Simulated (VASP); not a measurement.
# YTeF in VASP: single point with PBE

Aim: the single point of YTeF with PBE.

Everything below comes from runs of VASP 6.6.1. Logs are shortened: lines on timing, memory, paths and dates and some standing lists are left out, and cuts for length are marked.

**1. The cell of the first run**

The cell holds a sheet with vacuum, 3 atoms: a = 5.645 Å, b = 5.645 Å, c = 14.000 Å, α = 90.00°, β = 90.00°, γ = 120.00°.

**2. Single point, PBE**

File INCAR:

```
PREC = Accurate
ENCUT = 520
EDIFF = 1E-7
ISMEAR = 0
SIGMA = 0.1
LREAL = False
LASPH = True
NELM = 80
ALGO = Normal
ISIF = 2
LWAVE = False
LCHARG = False
LDIPOL = True
IDIPOL = 3
DIPOL = 0.5 0.5 0.500
GGA = PE
NBANDS = 19
```

File KPOINTS:

```
Automatic mesh
0
Gamma
  6 6 1
```

File POSCAR:

```
YTeF
1.0
    5.6450550000      0.0000000000      0.0000000000
   -2.8225280000      4.8887610000      0.0000000000
    0.0000000000      0.0000000000     14.0000000000
Y Te F
1 1 1
Direct
    0.6666666700      0.3333333300      0.5000000000
    0.3333333300      0.6666666700      0.5000000000
    0.0000000000      0.0000000000      0.5000000000
```

Potentials or basis: VASP PAW PBE potentials, release 64 (Y_sv, Te, F).

The run is started by

```
$ cat potpaw_PBE.64/Y_sv/POTCAR potpaw_PBE.64/Te/POTCAR potpaw_PBE.64/F/POTCAR > POTCAR
$ mpirun -np 1 vasp_std > vasp.out
```

OUTCAR:

```text
PREC = Accurate
   ENCUT = 520
   EDIFF = 1E-7
   ISMEAR = 0
   LREAL = False
   LASPH = True
   NELM = 80
   ISIF = 2
   GGA = PE

 ion  position               nearest neighbor table
   1  0.667  0.333  0.500-   2 3.26   2 3.26   2 3.26
   2  0.333  0.667  0.500-   1 3.26   1 3.26   1 3.26
   3  0.000  0.000  0.500-

  LATTYP: Found a hexagonal cell.
 ALAT       =     5.6450550000
 C/A-ratio  =     2.4800466957

  Lattice vectors:

 A1 = (   5.6450550000,   0.0000000000,   0.0000000000)
 A2 = (  -2.8225280000,   4.8887610000,   0.0000000000)
 A3 = (   0.0000000000,   0.0000000000,  14.0000000000)

Analysis of symmetry for initial positions (statically):
=====================================================================
 Subroutine PRICEL returns:
 Original cell was already a primitive cell.

 Routine SETGRP: Setting up the symmetry group for a
 hexagonal supercell.

 Subroutine GETGRP returns: Found 12 space group operations
 (whereof 12 operations were pure point group operations)
 out of a pool of 24 trial point group operations.

The static configuration has the point symmetry D_3h.

Analysis of symmetry for dynamics (positions and initial velocities):
=====================================================================
 Subroutine PRICEL returns:
 Original cell was already a primitive cell.

 Routine SETGRP: Setting up the symmetry group for a
 hexagonal supercell.

 Subroutine GETGRP returns: Found 12 space group operations
 (whereof 12 operations were pure point group operations)
 out of a pool of 24 trial point group operations.

The dynamic configuration has the point symmetry D_3h.

 Subroutine INISYM returns: Found 12 space group operations
 (whereof 12 operations are pure point group operations),
 and found     1 'primitive' translations

----------------------------------------------------------------------------------------

                                     Primitive cell

  volume of cell :     386.3625

  direct lattice vectors                    reciprocal lattice vectors
     5.645055000  0.000000000  0.000000000     0.177146193  0.102275421  0.000000000
    -2.822528000  4.888761000  0.000000000     0.000000000  0.204550805  0.000000000
     0.000000000  0.000000000 14.000000000     0.000000000  0.000000000  0.071428571

  length of vectors
     5.645055000  5.645055219 14.000000000     0.204550813  0.204550805  0.071428571

  position of ions in fractional coordinates (direct lattice)
     0.666666670  0.333333330  0.500000000
     0.333333330  0.666666670  0.500000000
     0.000000000  0.000000000  0.500000000

  ion indices of the primitive-cell ions
   primitive index   ion index
                 1           1
                 2           2
                 3           3

----------------------------------------------------------------------------------------

 KPOINTS: Automatic mesh

Automatic generation of k-mesh.
 Grid dimensions read from file:
 generate k-points for:    6    6    1

 Generating k-lattice:

  Cartesian coordinates                     Fractional coordinates (reciprocal lattice)
     0.029524365  0.017045903  0.000000000     0.166666667  0.000000000  0.000000000
     0.000000000  0.034091801  0.000000000     0.000000000  0.166666667  0.000000000
     0.000000000  0.000000000  0.071428571     0.000000000  0.000000000  1.000000000

  Length of vectors
     0.034091802  0.034091801  0.071428571

  Shift w.r.t. Gamma in fractional coordinates (k-lattice)
     0.000000000  0.000000000  0.000000000

 Subroutine IBZKPT returns following result:
 ===========================================

 Found      7 irreducible k-points:

 Following reciprocal coordinates:
            Coordinates               Weight
  0.000000  0.000000  0.000000      1.000000
  0.166667  0.000000  0.000000      6.000000
  0.333333  0.000000  0.000000      6.000000
  0.500000  0.000000  0.000000      3.000000
  0.166667  0.166667  0.000000      6.000000
  0.333333  0.166667  0.000000     12.000000
  0.333333  0.333333  0.000000      2.000000
   k-points           NKPTS =      7   k-points in BZ     NKDIM =      7   number of bands    NBANDS=     19
   number of dos      NEDOS =    301   number of ions     NIONS =      3
   total plane-waves  NPLWV = 190512
   dimension x,y,z NGX =    42 NGY =   42 NGZ =  108
   dimension x,y,z NGXF=    84 NGYF=   84 NGZF=  216
   ions per type =               1   1   1
   NGX,Y,Z   is equivalent  to a cutoff of  12.37, 12.37, 12.82 a.u.
   NGXF,Y,Z  is equivalent  to a cutoff of  24.74, 24.74, 25.65 a.u.
 SYSTEM =  unknown system
   PREC   = accura    normal or accurate (medium, high low for compatibility)
   ISTART =      0    job   : 0-new  1-cont  2-samecut
   ICHARG =      2    charge: 1-file 2-atom 10-const
   ISPIN  =      1    spin polarized calculation?
   LNONCOLLINEAR =      F non collinear calculations
   LSORBIT =      F    spin-orbit coupling
   LASPH  =      T    aspherical Exc in radial PAW
   ENCUT  =  520.0 eV  38.22 Ry    6.18 a.u.  10.50 10.50 26.03*2*pi/ulx,y,z
   NELM   =     80;   NELMIN=  2; NELMDL= -5     # of ELM steps
   EDIFF  = 0.1E-06   stopping-criterion for ELM
   LREAL  =      F    real-space projection
   EDIFFG = 0.1E-05   stopping-criterion for IOM
   NSW    =      0    number of steps for IOM
   IBRION =     -1    ionic relax: 0-MD 1-quasi-New 2-CG
   NFREE  =      0    steps in history (QN), initial steepest desc. (CG)
   ISIF   =      2    stress and relaxation
   ISYM   =      2    0-nonsym 1-usesym 2-fastsym
   POTIM  = 0.5000    time-step for ionic-motion
   TEBEG  =    0.0;   TEEND  =   0.0 temperature during run
   PSTRESS=    0.0 pullay stress
   NELECT =      24.0000    total number of electrons
   NUPDOWN=      -1.0000    fix difference up-down
   EMIN   =  10.00;   EMAX   =-10.00  energy-range for DOS
   EFERMI =   0.00;   METHOD = LEGACY
   ISMEAR =     0;   SIGMA  =   0.10  broadening in eV -4-tet -1-fermi 0-gaus
   EFERMI_NEDOS =   21; number of points for ismear=-14 and -15
   IALGO  =     38    algorithm
   IMIX   =      4    mixing-type and parameters
     AMIX     =   0.40;   BMIX     =  1.00
     AMIX_MAG =   1.60;   BMIX_MAG =  1.00
  volume/ion in A,a.u.               =     128.79       869.10
  Fermi-wavevector in a.u.,A,eV,Ry     =   0.648356  1.225215  5.719421  0.420366
  Thomas-Fermi vector in A             =   1.716962
   LORBIT       =      0    0 simple, 1 ext, 2 COOP (PROOUT), +10 PAW based schemes
   GGA     = PE    functional components
   LHFCALC =     F    Hartree Fock is set to
   AEXX    =    0.0000 exact exchange contribution
   IVDW    =     0    specifies the selected vdW correction
   LEPSILON=     F    determine dielectric tensor
   LRPA    =     F    only Hartree local field effects (RPA)
 non-spin polarized calculation
 Gauss-broadening in eV      SIGMA  =   0.10
  energy-cutoff  :      520.00
  volume of cell :      386.36
 maximum number of plane-waves:     10436
 NGX is ok and might be reduce to    42
   NGX = 21   NGY = 21   NGZ = 53

 number of electron      24.0000010 magnetization

 dipolmoment           0.000000      0.000000      0.000000 electrons x Angstroem

 Free energy of the ion-electron system (eV)
  ---------------------------------------------------
  ext. energy  EPLUGINS =         0.00000000
  ---------------------------------------------------
  free energy    TOTEN  =       -14.68402143 eV

  energy without entropy =      -14.68402143  energy(sigma->0) =      -14.68402143

 E-fermi :  -2.8233     XC(G=0):  -2.8081

 val. band max:       -3.2953688365   @ k =   0.0000   0.0000   0.0000
 cond. band min:      -1.8891533464   @ k =   0.0000   0.0000   0.0000
 fundamental gap:      1.4062154901
 Fermi energy:        -2.8233209487

 k-point     1 :       0.0000    0.0000    0.0000
  band No.  band energies     occupation
      1     -47.4425      2.00000
      2     -27.5977      2.00000
      3     -27.1199      2.00000
      4     -27.1199      2.00000
      5     -22.9481      2.00000
      6     -12.2684      2.00000
[... 11 lines left out ...]
     18       0.8175      0.00000
     19       1.0474      0.00000

 k-point     2 :       0.1667    0.0000    0.0000
  band No.  band energies     occupation
      1     -47.4425      2.00000
      2     -27.5976      2.00000
      3     -27.1212      2.00000
      4     -27.1201      2.00000
      5     -22.9469      2.00000
      6     -12.2558      2.00000
[... 11 lines left out ...]
     18       0.7091      0.00000
     19       1.0608      0.00000

 k-point     3 :       0.3333    0.0000    0.0000
  band No.  band energies     occupation
      1     -47.4425      2.00000
      2     -27.5976      2.00000
      3     -27.1237      2.00000
      4     -27.1206      2.00000
      5     -22.9444      2.00000
      6     -12.2280      2.00000
[... 11 lines left out ...]
     18       1.0160      0.00000
     19       1.0511      0.00000

 k-point     4 :       0.5000    0.0000    0.0000
  band No.  band energies     occupation
      1     -47.4425      2.00000
      2     -27.5975      2.00000
      3     -27.1250      2.00000
      4     -27.1208      2.00000
      5     -22.9431      2.00000
      6     -12.2127      2.00000
[... 11 lines left out ...]
     18       0.9308      0.00000
     19       1.3819      0.00000

 k-point     5 :       0.1667    0.1667    0.0000
  band No.  band energies     occupation
      1     -47.4425      2.00000
      2     -27.5976      2.00000
      3     -27.1228      2.00000
      4     -27.1207      2.00000
      5     -22.9450      2.00000
      6     -12.2350      2.00000
[... 11 lines left out ...]
     18       1.0363      0.00000
     19       1.0403      0.00000

 k-point     6 :       0.3333    0.1667    0.0000
  band No.  band energies     occupation
      1     -47.4425      2.00000
      2     -27.5975      2.00000
      3     -27.1243      2.00000
      4     -27.1215      2.00000
      5     -22.9431      2.00000
      6     -12.2115      2.00000
[... 11 lines left out ...]
     18       0.9095      0.00000
     19       1.4975      0.00000

 k-point     7 :       0.3333    0.3333    0.0000
  band No.  band energies     occupation
      1     -47.4425      2.00000
      2     -27.5975      2.00000
      3     -27.1234      2.00000
      4     -27.1231      2.00000
      5     -22.9426      2.00000
      6     -12.2019      2.00000
[... 11 lines left out ...]
     18       0.8056      0.00000
     19       1.7269      0.00000

------------------------ aborting loop because EDIFF is reached ----------------------------------------

 vacuum level on the upper side and lower side of the slab       (xc-potential included)        -0.068        -0.068

  FORCE on cell =-STRESS in cart. coord.  units (eV):
  Direction    XX          YY          ZZ          XY          YZ          ZX
  --------------------------------------------------------------------------------------
  -------------------------------------------------------------------------------------
  Total       -8.9369792     -8.9369791     -0.0439690      0.0000009     -0.0000000      0.0000000
  in kB      -37.0600764    -37.0600758     -0.1823316      0.0000038     -0.0000000      0.0000000
  external PRESSURE =     -24.7674946 kB  Pullay stress =       0.0000000 kB

 VOLUME and BASIS-vectors are now :
 -----------------------------------------------------------------------------
  energy-cutoff  :      520.00
  volume of cell :      386.36
      direct lattice vectors                 reciprocal lattice vectors
     5.645055000  0.000000000  0.000000000     0.177146193  0.102275421  0.000000000
    -2.822528000  4.888761000  0.000000000     0.000000000  0.204550805  0.000000000
     0.000000000  0.000000000 14.000000000     0.000000000  0.000000000  0.071428571

 POSITION                                       TOTAL-FORCE (eV/Angst)
 -----------------------------------------------------------------------------------
      2.82253      1.62959      7.00000        -0.000000      0.000000      0.000000
     -0.00000      3.25917      7.00000         0.000000     -0.000000      0.000000
      0.00000      0.00000      7.00000         0.000000      0.000000      0.000000
 -----------------------------------------------------------------------------------
    total drift:                               -0.000015      0.000007      0.000000

  FREE ENERGIE OF THE ION-ELECTRON SYSTEM (eV)
  ---------------------------------------------------
  free  energy   TOTEN  =       -14.6840214295 eV

  energy  without entropy=      -14.6840214295  energy(sigma->0) =      -14.68402143

 vacuum level on the upper side and lower side of the slab         1.470         1.470
```

Wall time 88 s (1 thread of Intel Xeon Platinum 8488C (Sapphire Rapids), shared host); peak memory 0.49 GiB.

What came out:

```yaml
Free_energy: -14.6840 eV
Band_gap_on_the_k_mesh: 1.41 eV, direct
```

Levels at points of the mesh, in eV from the valence-band top:
```tsv
k point	band 10	band 11	band 12	band 13	band 14	band 15
(0.00, 0.00, 0.00)	-0.34	-0.34	0.00	1.41	1.93	1.93
(0.50, 0.00, 0.00)	-0.62	-0.27	-0.23	1.61	1.84	2.38
```

Caveat: spin-orbit coupling is left out, which moves the levels of the heavy elements.
